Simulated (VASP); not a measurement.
Input of a VASP 6.6.1 run:

File INCAR:

```
ALGO = Fast
DIPOL = 0.5 0.5 0.500
EDIFF = 1E-6
EDIFFG = -0.02
ENCUT = 520
GGA = PS
IBRION = 2
IDIPOL = 3
ISIF = 2
ISMEAR = 0
LASPH = True
LCHARG = False
LDIPOL = True
LREAL = False
LWAVE = False
NELM = 80
NSW = 80
PREC = Accurate
SIGMA = 0.05
```

KPOINTS

```
k-points
0
Gamma
  8 8 1
```

POSCAR

```
BAs
1.0
    3.3713973180      0.0000000000      0.0000000000
    0.0000000000      3.3713973180      0.0000000000
    0.0000000000      0.0000000000     25.7277205753
As B
5 5
Direct
    0.0000000000      0.5000000000      0.2915143601
    0.5000000000      0.0000000000      0.3841746445
    0.0000000000      0.5000000000      0.4768349289
    0.5000000000      0.0000000000      0.5694952133
    0.0000000000      0.5000000000      0.6621554977
    0.5000000000      0.5000000000      0.3378445023
    0.0000000000      0.0000000000      0.4305047867
    0.5000000000      0.5000000000      0.5231650711
    0.0000000000      0.0000000000      0.6158253555
    0.5000000000      0.5000000000      0.7084856399
```

Potentials or basis: VASP PAW PBE potentials, release 64 (As, B).

Command:

```bash
$ cat potpaw_PBE.64/As/POTCAR potpaw_PBE.64/B/POTCAR > POTCAR
$ mpirun -np 1 vasp_std > vasp.out
```

Question: What does it give for the band gap on the k mesh?

Answer: Zero (bands 20 and 21 overlap by 1.10 eV).

Question: Estimate the energy gained by relaxing.

Answer: 12.7 meV/atom.

Final structure:
```
As B
1.0
     3.37140    0.00000    0.00000
     0.00000    3.37140    0.00000
     0.00000    0.00000   25.72772
As B
5 5
Cartesian
  0.0000 1.6857 7.4790
  1.6857 0.0000 9.8902
  0.0000 1.6857 12.2779
  1.6857 0.0000 14.6779
  0.0000 1.6857 17.0931
  1.6857 1.6857 8.6935
  0.0000 0.0000 11.0871
  1.6857 1.6857 13.4749
  0.0000 0.0000 15.8571
  1.6857 1.6857 18.1078
```
